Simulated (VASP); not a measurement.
A run of VASP 6.6.1 is set up as follows.

File INCAR:

```
PREC = Accurate
ENCUT = 520
EDIFF = 1E-6
ISMEAR = 0
SIGMA = 0.15
LREAL = False
LASPH = True
NELM = 60
ALGO = Normal
ISIF = 2
LWAVE = False
LCHARG = False
GGA = PS
NBANDS = 10
```

The input KPOINTS:

```
regular mesh
0
Gamma
  20 20 20
```

File POSCAR:

```
Os
1.0
    0.0000000000      1.8963750000      1.9450000000
    1.8963750000      0.0000000000      1.9450000000
    1.8963750000      1.8963750000      0.0000000000
Os
1
Direct
    0.0000000000      0.0000000000      0.0000000000
```

Potentials or basis: VASP PAW PBE potentials, release 64 (Os).

Launch:

```console
$ cat potpaw_PBE.64/Os/POTCAR > POTCAR
$ mpirun -np 1 vasp_std > vasp.out
```

(1) Predict the band gap on the k mesh.

(2) What does it give for the pressure?

Answers

(1) zero (band 4 reaches 11.71 eV, above the bottom of band 5 at 7.66 eV).

(2) -0.7 GPa.

Caveat: the cell differs from its parent crystal (strain -0.025 along x and y, +0.000 along z); the PAW data sets were made with another functional, which shifts forces and pressure a little; spin-orbit coupling is left out, which moves the levels of the heavy elements.
